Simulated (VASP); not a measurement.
# C in VASP: a series of runs

C is run at these levels: PBE+D3(BJ), LDA, r2SCAN; tasks: single point.

All numbers are computed with VASP 6.6.1; they aren't measurements. Logs are shortened: lines on timing, memory, paths and dates and some standing lists are left out, and cuts for length are marked.

### Step 1. The cell of the first run

The cell holds a slab with vacuum, 8 atoms: a = 2.465 Å, b = 2.465 Å, c = 46.233 Å, α = 90.00°, β = 90.00°, γ = 120.00°.

### Step 2. Single point, PBE+D3(BJ)

Input file INCAR:

```
SYSTEM = C
PREC = Accurate
ENCUT = 520
EDIFF = 1E-6
ISMEAR = 0
SIGMA = 0.1
LREAL = .FALSE.
LASPH = .TRUE.
NELM = 120
ALGO = Normal
ISIF = 2
LWAVE = .FALSE.
LCHARG = .FALSE.
LDIPOL = .TRUE.
IDIPOL = 3
DIPOL = 0.5 0.5 0.500
GGA = PE
IVDW = 12
NBANDS = 26
GGA_COMPAT = .FALSE.
NELMDL = -8
```

Input file KPOINTS:

```
Automatic mesh
0
G
  18 18 1
  0 0 0
```

Input file POSCAR:

```
C
1.0
    2.4651426117      0.0000000000      0.0000000000
   -1.2325713058      2.1348761257      0.0000000000
    0.0000000000      0.0000000000     46.2325182959
C
8
Direct
    0.0000000000      0.0000000000      0.3902341891
    0.6666666667      0.3333333333      0.3902255892
    0.0000000000      0.0000000000      0.4634532236
    0.3333333333      0.6666666667      0.4634553282
    0.0000000000      0.0000000000      0.5365467764
    0.6666666667      0.3333333333      0.5365446718
    0.0000000000      0.0000000000      0.6097658109
    0.3333333333      0.6666666667      0.6097744108
```

Potentials or basis: VASP PAW PBE potentials, release 64 (C).

Launch:

```sh
$ cat potpaw_PBE.64/C/POTCAR > POTCAR
$ mpirun -np 1 vasp_std > vasp.out
```

OUTCAR:

```text
SYSTEM = C
   PREC = Accurate
   ENCUT = 520
   EDIFF = 1E-6
   ISMEAR = 0
   LREAL = .FALSE.
   LASPH = .TRUE.
   NELM = 120
   ISIF = 2
   GGA = PE
   IVDW = 12
   NELMDL = -8
 IVDW          = 12

 ion  position               nearest neighbor table
   1  0.000  0.000  0.390-   2 1.42   2 1.42   2 1.42
   2  0.667  0.333  0.390-   1 1.42   1 1.42   1 1.42
   3  0.000  0.000  0.463-   4 1.42   4 1.42   4 1.42
   4  0.333  0.667  0.463-   3 1.42   3 1.42   3 1.42
   5  0.000  0.000  0.537-   6 1.42   6 1.42   6 1.42
   6  0.667  0.333  0.537-   5 1.42   5 1.42   5 1.42
   7  0.000  0.000  0.610-   8 1.42   8 1.42   8 1.42
   8  0.333  0.667  0.610-   7 1.42   7 1.42   7 1.42

  LATTYP: Found a hexagonal cell.
 ALAT       =     2.4651426117
 C/A-ratio  =    18.7545004806

  Lattice vectors:

 A1 = (   2.4651426117,   0.0000000000,   0.0000000000)
 A2 = (  -1.2325713058,   2.1348761257,   0.0000000000)
 A3 = (   0.0000000000,   0.0000000000,  46.2325182959)

Analysis of symmetry for initial positions (statically):
=====================================================================
 Subroutine PRICEL returns:
 Original cell was already a primitive cell.

 Routine SETGRP: Setting up the symmetry group for a
 hexagonal supercell.

 Subroutine GETGRP returns: Found 12 space group operations
 (whereof 12 operations were pure point group operations)
 out of a pool of 24 trial point group operations.

The static configuration has the point symmetry D_3d.

Analysis of symmetry for dynamics (positions and initial velocities):
=====================================================================
 Subroutine PRICEL returns:
 Original cell was already a primitive cell.

 Routine SETGRP: Setting up the symmetry group for a
 hexagonal supercell.

 Subroutine GETGRP returns: Found 12 space group operations
 (whereof 12 operations were pure point group operations)
 out of a pool of 24 trial point group operations.

The dynamic configuration has the point symmetry D_3d.

 Subroutine INISYM returns: Found 12 space group operations
 (whereof 12 operations are pure point group operations),
 and found     1 'primitive' translations

----------------------------------------------------------------------------------------

                                     Primitive cell

  volume of cell :     243.3113

  direct lattice vectors                    reciprocal lattice vectors
     2.465142612  0.000000000  0.000000000     0.405656044  0.234205626  0.000000000
    -1.232571306  2.134876126  0.000000000     0.000000000  0.468411253  0.000000000
     0.000000000  0.000000000 46.232518296     0.000000000  0.000000000  0.021629797

  length of vectors
     2.465142612  2.465142612 46.232518296     0.468411253  0.468411253  0.021629797

  position of ions in fractional coordinates (direct lattice)
     0.000000000  0.000000000  0.390234189
     0.666666667  0.333333333  0.390225589
     0.000000000  0.000000000  0.463453224
     0.333333333  0.666666667  0.463455328
     0.000000000  0.000000000  0.536546776
     0.666666667  0.333333333  0.536544672
     0.000000000  0.000000000  0.609765811
     0.333333333  0.666666667  0.609774411

  ion indices of the primitive-cell ions
   primitive index   ion index
                 1           1
                 2           2
                 3           3
                 4           4
                 5           5
                 6           6
                 7           7
                 8           8

----------------------------------------------------------------------------------------

 KPOINTS: Automatic mesh

Automatic generation of k-mesh.
 Grid dimensions read from file:
 generate k-points for:   18   18    1

 Generating k-lattice:

  Cartesian coordinates                     Fractional coordinates (reciprocal lattice)
     0.022536447  0.013011424  0.000000000     0.055555556 -0.000000000  0.000000000
     0.000000000  0.026022847  0.000000000     0.000000000  0.055555556  0.000000000
     0.000000000  0.000000000  0.021629797     0.000000000  0.000000000  1.000000000

  Length of vectors
     0.026022847  0.026022847  0.021629797

  Shift w.r.t. Gamma in fractional coordinates (k-lattice)
     0.000000000  0.000000000  0.000000000

 Subroutine IBZKPT returns following result:
 ===========================================

 Found     37 irreducible k-points:

 Following reciprocal coordinates:
            Coordinates               Weight
  0.000000  0.000000  0.000000      1.000000
  0.055556  0.000000  0.000000      6.000000
  0.111111  0.000000  0.000000      6.000000
  0.166667 -0.000000  0.000000      6.000000
  0.222222  0.000000  0.000000      6.000000
  0.277778  0.000000  0.000000      6.000000
[... 16 lines left out ...]
  0.333333  0.111111  0.000000     12.000000
  0.388889  0.111111  0.000000     12.000000
 [... further k-points ...]
   k-points           NKPTS =     37   k-points in BZ     NKDIM =     37   number of bands    NBANDS=     26
   number of dos      NEDOS =    301   number of ions     NIONS =      8
   total plane-waves  NPLWV = 113400
   dimension x,y,z NGX =    18 NGY =   18 NGZ =  350
   dimension x,y,z NGXF=    36 NGYF=   36 NGZF=  700
   ions per type =               8
   NGX,Y,Z   is equivalent  to a cutoff of  12.14, 12.14, 12.59 a.u.
   NGXF,Y,Z  is equivalent  to a cutoff of  24.28, 24.28, 25.17 a.u.
 SYSTEM =  C
   PREC   = accura    normal or accurate (medium, high low for compatibility)
   ISTART =      0    job   : 0-new  1-cont  2-samecut
   ICHARG =      2    charge: 1-file 2-atom 10-const
   ISPIN  =      1    spin polarized calculation?
   LNONCOLLINEAR =      F non collinear calculations
   LSORBIT =      F    spin-orbit coupling
   LASPH  =      T    aspherical Exc in radial PAW
   ENCUT  =  520.0 eV  38.22 Ry    6.18 a.u.   4.58  4.58 85.96*2*pi/ulx,y,z
   NELM   =    120;   NELMIN=  2; NELMDL= -8     # of ELM steps
   EDIFF  = 0.1E-05   stopping-criterion for ELM
   LREAL  =      F    real-space projection
   EDIFFG = 0.1E-04   stopping-criterion for IOM
   NSW    =      0    number of steps for IOM
   IBRION =     -1    ionic relax: 0-MD 1-quasi-New 2-CG
   NFREE  =      0    steps in history (QN), initial steepest desc. (CG)
   ISIF   =      2    stress and relaxation
   ISYM   =      2    0-nonsym 1-usesym 2-fastsym
   POTIM  = 0.5000    time-step for ionic-motion
   TEBEG  =    0.0;   TEEND  =   0.0 temperature during run
   PSTRESS=    0.0 pullay stress
   NELECT =      32.0000    total number of electrons
   NUPDOWN=      -1.0000    fix difference up-down
   EMIN   =  10.00;   EMAX   =-10.00  energy-range for DOS
   EFERMI =   0.00;   METHOD = LEGACY
   ISMEAR =     0;   SIGMA  =   0.10  broadening in eV -4-tet -1-fermi 0-gaus
   EFERMI_NEDOS =   21; number of points for ismear=-14 and -15
   IALGO  =     38    algorithm
   IMIX   =      4    mixing-type and parameters
     AMIX     =   0.40;   BMIX     =  1.00
     AMIX_MAG =   1.60;   BMIX_MAG =  1.00
  volume/ion in A,a.u.               =      30.41       205.24
  Fermi-wavevector in a.u.,A,eV,Ry     =   0.832538  1.573269  9.430464  0.693120
  Thomas-Fermi vector in A             =   1.945611
   LORBIT       =      0    0 simple, 1 ext, 2 COOP (PROOUT), +10 PAW based schemes
   GGA     = PE    functional components
   LHFCALC =     F    Hartree Fock is set to
   AEXX    =    0.0000 exact exchange contribution
   IVDW    =    12    specifies the selected vdW correction
   LEPSILON=     F    determine dielectric tensor
   LRPA    =     F    only Hartree local field effects (RPA)
 non-spin polarized calculation
 Gauss-broadening in eV      SIGMA  =   0.10
  energy-cutoff  :      520.00
  volume of cell :      243.31
 maximum number of plane-waves:      6638
   NGX =  9   NGY =  9   NGZ =171

 number of electron      31.9999991 magnetization

 dipolmoment           0.000000      0.000000     -0.000000 electrons x Angstroem

 Free energy of the ion-electron system (eV)
  ---------------------------------------------------
  ext. energy  EPLUGINS =         0.00000000
  ---------------------------------------------------
  free energy    TOTEN  =       -73.72967114 eV

  energy without entropy =      -73.72827564  energy(sigma->0) =      -73.72897339

 E-fermi :  -1.6784     XC(G=0):  -3.2134

 val. band max:       -1.6879405297   @ k =   0.3333   0.3333   0.0000
 cond. band min:      -1.6689050932   @ k =   0.3333   0.3333   0.0000
 fundamental gap:      0.0190354365
 Fermi energy:        -1.6783745247

 k-point     1 :       0.0000    0.0000    0.0000
  band No.  band energies     occupation
      1     -21.2985      2.00000
      2     -21.2316      2.00000
      3     -21.1455      2.00000
      4     -21.0705      2.00000
      5     -10.0036      2.00000
      6      -9.5752      2.00000
[... 18 lines left out ...]
     25       3.9665      0.00000
     26       4.6291      0.00000

 k-point     2 :       0.0556    0.0000    0.0000
  band No.  band energies     occupation
      1     -21.2250      2.00000
      2     -21.1584      2.00000
      3     -21.0727      2.00000
      4     -20.9980      2.00000
      5      -9.9146      2.00000
      6      -9.4873      2.00000
[... 18 lines left out ...]
     25       4.0661      0.00000
[... 608 lines left out ...]
     25       7.2107      0.00000
     26       7.2690      0.00000

 k-point    24 :       0.3889    0.1111    0.0000
  band No.  band energies     occupation
      1     -16.5746      2.00000
      2     -16.5293      2.00000
      3     -16.4701      2.00000
      4     -16.4177      2.00000
      5     -13.9265      2.00000
      6     -13.8926      2.00000
[... 18 lines left out ...]
     25       8.3084      0.00000
     26       8.4480      0.00000

 [... further k-points ...]

------------------------ aborting loop because EDIFF is reached ----------------------------------------

 vacuum level on the upper side and lower side of the slab       (xc-potential included)        -0.139        -0.139

 Edisp (eV)   -1.09197

 E8    (eV) :    -0.3177

  FORCE on cell =-STRESS in cart. coord.  units (eV):
  Direction    XX          YY          ZZ          XY          YZ          ZX
  --------------------------------------------------------------------------------------
  -------------------------------------------------------------------------------------
  Total       0.30904     0.30904    -0.04120     0.00000     0.00000     0.00000
  in kB       2.03499     2.03499    -0.27127     0.00000     0.00000     0.00000
  external pressure =        1.27 kB  Pullay stress =        0.00 kB

 VOLUME and BASIS-vectors are now :
 -----------------------------------------------------------------------------
  energy-cutoff  :      520.00
  volume of cell :      243.31
      direct lattice vectors                 reciprocal lattice vectors
     2.465142612  0.000000000  0.000000000     0.405656044  0.234205626  0.000000000
    -1.232571306  2.134876126  0.000000000     0.000000000  0.468411253  0.000000000
     0.000000000  0.000000000 46.232518296     0.000000000  0.000000000  0.021629797

 POSITION                                       TOTAL-FORCE (eV/Angst)
 -----------------------------------------------------------------------------------
      0.00000      0.00000     18.04151        -0.000000      0.000000      0.001187
      1.23257      0.71163     18.04111         0.000000     -0.000000     -0.001233
      0.00000      0.00000     21.42661        -0.000000      0.000000     -0.000158
     -0.00000      1.42325     21.42671        -0.000000      0.000000      0.000270
      0.00000      0.00000     24.80591         0.000000      0.000000      0.000158
      1.23257      0.71163     24.80581         0.000000      0.000000     -0.000270
      0.00000      0.00000     28.19101        -0.000000      0.000000     -0.001187
     -0.00000      1.42325     28.19141        -0.000000      0.000000      0.001233
 -----------------------------------------------------------------------------------
    total drift:                               -0.000000      0.000000      0.000000

  FREE ENERGIE OF THE ION-ELECTRON SYSTEM (eV)
  ---------------------------------------------------
  free  energy   TOTEN  =       -74.8216434955 eV

  energy  without entropy=      -74.8202480008  energy(sigma->0) =      -74.82094575

 vacuum level on the upper side and lower side of the slab         2.494         2.494
```

Wall time 8.7 min (1 thread of Oxide Virtual Turin-like, shared host); peak memory 0.39 GiB.

Results:

```
Free energy                : -74.8216 eV
Dispersion energy per atom : -0.136 eV
```

### Step 3. Single point, LDA

Input file INCAR:

```
SYSTEM = C
PREC = Accurate ; ENCUT = 520
EDIFF = 1E-6 ; ISMEAR = 0
SIGMA = 0.1 ; LREAL = .False.
LASPH = .True. ; NELM = 120
ALGO = Normal ; ISIF = 2
LWAVE = .False. ; LCHARG = .False.
LDIPOL = .True. ; IDIPOL = 3
DIPOL = 0.5 0.5 0.500 ; GGA = CA
NBANDS = 26 ; GGA_COMPAT = .False.
NELMDL = -8
```

Input file KPOINTS:

```
regular mesh
0
Gamma
  18 18 1
  0 0 0
```

POSCAR is that of step 2.

Potentials or basis: VASP PAW LDA potentials, release 64 (C).

Launch:

```sh
$ cat potpaw_LDA.64/C/POTCAR > POTCAR
$ mpirun -np 1 vasp_std > vasp.out
```

OUTCAR:

```text
SYSTEM = C
   PREC = Accurate
   ENCUT = 520
   EDIFF = 1E-6
   ISMEAR = 0
   LREAL = .False.
   LASPH = .True.
   NELM = 120
   ISIF = 2
   GGA = CA
   NELMDL = -8

 ion  position               nearest neighbor table
   1  0.000  0.000  0.390-   2 1.42   2 1.42   2 1.42
   2  0.667  0.333  0.390-   1 1.42   1 1.42   1 1.42
   3  0.000  0.000  0.463-   4 1.42   4 1.42   4 1.42
   4  0.333  0.667  0.463-   3 1.42   3 1.42   3 1.42
   5  0.000  0.000  0.537-   6 1.42   6 1.42   6 1.42
   6  0.667  0.333  0.537-   5 1.42   5 1.42   5 1.42
   7  0.000  0.000  0.610-   8 1.42   8 1.42   8 1.42
   8  0.333  0.667  0.610-   7 1.42   7 1.42   7 1.42
[... 913 lines left out ...]
  in kB      -26.2854384    -26.2854384     -1.3664491     -0.0000000      0.0000000      0.0000000
  external PRESSURE =     -17.9791086 kB  Pullay stress =       0.0000000 kB

 VOLUME and BASIS-vectors are now :
 -----------------------------------------------------------------------------
  energy-cutoff  :      520.00
  volume of cell :      243.31
      direct lattice vectors                 reciprocal lattice vectors
     2.465142612  0.000000000  0.000000000     0.405656044  0.234205626  0.000000000
    -1.232571306  2.134876126  0.000000000     0.000000000  0.468411253  0.000000000
     0.000000000  0.000000000 46.232518296     0.000000000  0.000000000  0.021629797

 POSITION                                       TOTAL-FORCE (eV/Angst)
 -----------------------------------------------------------------------------------
      0.00000      0.00000     18.04151         0.000000     -0.000000      0.010541
      1.23257      0.71163     18.04111        -0.000000      0.000000      0.006088
      0.00000      0.00000     21.42661        -0.000000      0.000000     -0.002119
     -0.00000      1.42325     21.42671         0.000000     -0.000000     -0.001817
      0.00000      0.00000     24.80591         0.000000     -0.000000      0.002119
      1.23257      0.71163     24.80581        -0.000000      0.000000      0.001817
      0.00000      0.00000     28.19101        -0.000000      0.000000     -0.010541
     -0.00000      1.42325     28.19141         0.000000      0.000000     -0.006088
 -----------------------------------------------------------------------------------
    total drift:                               -0.000000      0.000000      0.000000

  FREE ENERGIE OF THE ION-ELECTRON SYSTEM (eV)
  ---------------------------------------------------
  free  energy   TOTEN  =       -80.8200889669 eV

  energy  without entropy=      -80.8186981145  energy(sigma->0) =      -80.81939354

 vacuum level on the upper side and lower side of the slab         2.550         2.550
```

OSZICAR:

```text
N       E                     dE             d eps       ncg     rms          rms(c)
DAV:   1     0.237175035295E+03    0.23718E+03   -0.12914E+04  2004   0.962E+02
DAV:   2    -0.562074025047E+02   -0.29338E+03   -0.26833E+03  2874   0.233E+02
DAV:   3    -0.855366265550E+02   -0.29329E+02   -0.29088E+02  2482   0.796E+01
[... 18 lines left out ...]
DAV:  22    -0.808200749619E+02   -0.19257E-04   -0.52197E-07  1850   0.214E-03    0.529E-04
DAV:  23    -0.808200846423E+02   -0.96804E-05   -0.12210E-07  1614   0.180E-03    0.282E-04
DAV:  24    -0.808200870092E+02   -0.23669E-05   -0.35873E-08  1638   0.995E-04    0.209E-04
DAV:  25    -0.808200885737E+02   -0.15645E-05   -0.65067E-09  1560   0.467E-04    0.180E-04
DAV:  26    -0.808200889669E+02   -0.39326E-06   -0.21832E-09  1508   0.287E-04
   1 F= -.80820089E+02 E0= -.80819394E+02  d E =-.139085E-02
```

stdout:

```text
POSCAR found type information on POSCAR C
 POSCAR found :  1 types and       8 ions
 scaLAPACK will be used
 LDA part: xc-table for (Slater(with rela. corr.)+CA(PZ))
 , standard interpolation
 POSCAR, INCAR and KPOINTS ok, starting setup
 FFT: planning ... GRIDC
 FFT: planning ... GRID_SOFT
 FFT: planning ... GRID
 WAVECAR not read
 entering main loop
```

Run time: 9.4 min. Hardware: 1 thread of Oxide Virtual Turin-like, shared host; peak memory 0.3 GiB.

Results:

| Property | Result |
| --- | --- |
| Free energy | -80.8201 eV |
| Largest force | 0.011 eV/Å |

Forces on the atoms (eV/Å):
```
C    0.000  0.000  0.011
C    0.000  0.000  0.006
C    0.000  0.000 -0.002
C    0.000  0.000 -0.002
C    0.000  0.000  0.002
C    0.000  0.000  0.002
C    0.000  0.000 -0.011
C    0.000  0.000 -0.006
```

### Step 4. Single point, r2SCAN

This run uses another cell than the first one.

Input file POSCAR:

```
C
1.0
    2.4558915155      0.0000000000      0.0000000000
   -1.2279457577      2.1268644413      0.0000000000
    0.0000000000      0.0000000000     46.2325182959
C
8
Direct
    0.0000000000      0.0000000000      0.3857247946
    0.6666666667      0.3333333333      0.3857213104
    0.0000000000      0.0000000000      0.4618361899
    0.3333333333      0.6666666667      0.4618383156
    0.0000000000      0.0000000000      0.5381638101
    0.6666666667      0.3333333333      0.5381616844
    0.0000000000      0.0000000000      0.6142752054
    0.3333333333      0.6666666667      0.6142786896
```

Input file INCAR.step1:

```
SYSTEM = C
PREC = Accurate
ENCUT = 580
ISMEAR = 0
SIGMA = 0.1
LREAL = .False.
LASPH = .True.
NELM = 120
LDIPOL = .True.
IDIPOL = 3
DIPOL = 0.5 0.5 0.500
NBANDS = 26
GGA = PE
ALGO = Normal
EDIFF = 1E-5
LWAVE = .True.
LCHARG = .False.
GGA_COMPAT = .False.
NELMDL = -8
```

Input file INCAR.step2:

```
SYSTEM = C
PREC = Accurate
ENCUT = 580
EDIFF = 1E-6
ISMEAR = 0
SIGMA = 0.1
LREAL = .False.
LASPH = .True.
NELM = 120
ALGO = Normal
ISIF = 2
LWAVE = .False.
LCHARG = .False.
LDIPOL = .True.
IDIPOL = 3
DIPOL = 0.5 0.5 0.500
METAGGA = R2SCAN
LMIXTAU = .True.
NBANDS = 26
ISTART = 1
GGA_COMPAT = .False.
```

Input file KPOINTS:

```
Automatic mesh
0
Gamma
  18 18 1
  0 0 0
```

Potentials or basis: VASP PAW PBE potentials, release 64 (C).

Launch:

```sh
$ cat potpaw_PBE.64/C/POTCAR > POTCAR
$ cp INCAR.step1 INCAR
$ mpirun -np 1 vasp_std > vasp.out
$ cp INCAR.step2 INCAR
$ mpirun -np 1 vasp_std > vasp.out
```

It took 41 min on 1 thread of Oxide Virtual Turin-like, shared host; peak memory 0.47 GiB.

Results (log left out):

```
Free energy : -79.4889 eV
```

Caveat: the PAW data sets were made with another functional, which shifts forces and pressure a little.
